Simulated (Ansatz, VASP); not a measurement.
Two plane-wave programs on KCl

```
K Cl
1.0
     0.00000    3.19934    3.07137
     3.19934    0.00000    3.07137
     3.19934    3.19934    0.00000
K Cl
1 1
Direct
  0.00000 0.00000 0.00000
  0.50000 0.50000 0.50000
```

Alike in both runs: task single point; functional PBE; k mesh 8 × 8 × 8; occupations gaussian, width 0.05 eV; no spin polarisation.

```csv
,VASP,Ansatz
version,VASP 6.6.1,Ansatz 0.2.0
potentials or method,"VASP PAW PBE potentials, release 64 (K_sv, Cl), cutoff 520 eV","scalar-relativistic, plane waves, PAW"
valence electrons in the cell,16,16
```

```csv
,VASP,Ansatz,Ansatz less VASP
gap on the k mesh at the Fermi level (eV),5.13,5.13,+0.002
least direct gap on the mesh (eV),5.13,5.13,+0.002
pressure (GPa),0.7,0.7,-0.03
"traceless stress, the component that is largest in VASP (GPa)",1.08,1.06,-0.020
```

With one functional, cell and mesh, what is left measures potentials, basis and numerics.
